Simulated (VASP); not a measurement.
Wanted: the native input for a VASP 6.6.1 run.

```
Task                   : electric field gradients
Functional             : r2SCAN
Potentials or basis    : VASP PAW PBE potentials, release 64 (Mg, H)
Cutoff                 : 520 eV
k mesh                 : 6 × 3 × 6
Occupations            : fermi-dirac, width 0.02 eV
Spin                   : no spin polarisation
Dipole correction      : no
Further INCAR settings : LREAL = Auto; ALGO = Normal; EDIFF = 1e-08; NBANDS = 34
```

MgH2:

```xyz
24
Lattice="4.7219 0.0000 0.0000 0.0000 9.3058 0.0000 0.0000 0.0000 4.8703" Properties=species:S:1:pos:R:3 pbc="T T T"
Mg    1.2977    1.0963    0.1394
Mg    1.0633    8.2095    2.5745
Mg    3.4242    5.7492    2.2958
Mg    3.6587    1.0963    2.2958
Mg    3.6587    3.5566    4.7309
Mg    1.2977    3.5566    2.5745
Mg    1.0633    5.7492    0.1394
Mg    3.4242    8.2095    4.7309
H     2.4149    4.4180    1.1797
H     0.0539    4.4180    1.2555
H     0.0539    0.2349    3.6906
H     4.6680    4.8878    3.6148
H     1.5878    6.5498    1.8393
H     1.5878    7.4089    4.2744
H     2.3070    9.0709    1.2555
H     4.6680    9.0709    1.1797
H     3.9488    7.4089    3.0310
H     3.9488    6.5498    0.5959
H     2.4149    0.2349    3.6148
H     2.3070    4.8878    3.6906
H     3.1341    1.8969    0.5959
H     0.7732    2.7560    4.2744
H     0.7732    1.8969    1.8393
H     3.1341    2.7560    3.0310
```

One way to write it, as run:

POSCAR

```
MgH2
1.0
    4.7219359600      0.0000000000      0.0000000000
    0.0000000000      9.3057905200      0.0000000000
    0.0000000000      0.0000000000      4.8702861200
Mg H
8 16
Direct
    0.2748243700      0.1178063900      0.0286191600
    0.2251756300      0.8821936100      0.5286191600
    0.7251756300      0.6178063900      0.4713808400
    0.7748243700      0.1178063900      0.4713808400
    0.7748243700      0.3821936100      0.9713808400
    0.2748243700      0.3821936100      0.5286191600
    0.2251756300      0.6178063900      0.0286191600
    0.7251756300      0.8821936100      0.9713808400
    0.5114215700      0.4747625000      0.2422186000
    0.0114215700      0.4747625000      0.2577814000
    0.0114215700      0.0252375000      0.7577814000
    0.9885784300      0.5252375000      0.7422186000
    0.3362610700      0.7038387800      0.3776530300
    0.3362610700      0.7961612200      0.8776530300
    0.4885784300      0.9747625000      0.2577814000
    0.9885784300      0.9747625000      0.2422186000
    0.8362610700      0.7961612200      0.6223469700
    0.8362610700      0.7038387800      0.1223469700
    0.5114215700      0.0252375000      0.7422186000
    0.4885784300      0.5252375000      0.7577814000
    0.6637389300      0.2038387800      0.1223469700
    0.1637389300      0.2961612200      0.8776530300
    0.1637389300      0.2038387800      0.3776530300
    0.6637389300      0.2961612200      0.6223469700
```

INCAR.step1

```
  ALGO = Normal
  EDIFF = 1E-4
  ENCUT = 520
  GGA = PE
  ISMEAR = -1
  LASPH = T
  LCHARG = F
  LREAL = Auto
  LWAVE = T
  NBANDS = 34
  NELM = 100
  PREC = Accurate
  SIGMA = 0.02
```

INCAR.step2

```
  ALGO = Normal
  EDIFF = 1E-8
  ENCUT = 520
  ISIF = 2
  ISMEAR = -1
  ISTART = 1
  LASPH = T
  LCHARG = F
  LEFG = T
  LMIXTAU = T
  LREAL = Auto
  LWAVE = F
  METAGGA = R2SCAN
  NBANDS = 34
  NELM = 100
  PREC = Accurate
  SIGMA = 0.02
```

KPOINTS

```
k-points
0
Gamma
  6 3 6
```

Potentials or basis: VASP PAW PBE potentials, release 64 (Mg, H).

The run is started by

```sh
$ cat potpaw_PBE.64/Mg/POTCAR potpaw_PBE.64/H/POTCAR > POTCAR
$ cp INCAR.step1 INCAR
$ mpirun -np 1 vasp_std > vasp.out
$ cp INCAR.step2 INCAR
$ mpirun -np 1 vasp_std > vasp.out
```

It gave:

```yaml
Pressure: -0.4 GPa
Largest_force: 0.085 eV/Å
Band_gap_on_the_k_mesh: 2.57 eV, direct
```

Caveat: without QUAD_EFG the Cq values of the log hold for a quadrupole moment of 1 mb, not for the nuclei; the PAW data sets were made with another functional, which shifts forces and pressure a little.

Wall time 14 min on 1 thread of AMD EPYC 9R45 96-Core Processor (Zen 5) (shared host), peak memory 0.38 GiB.
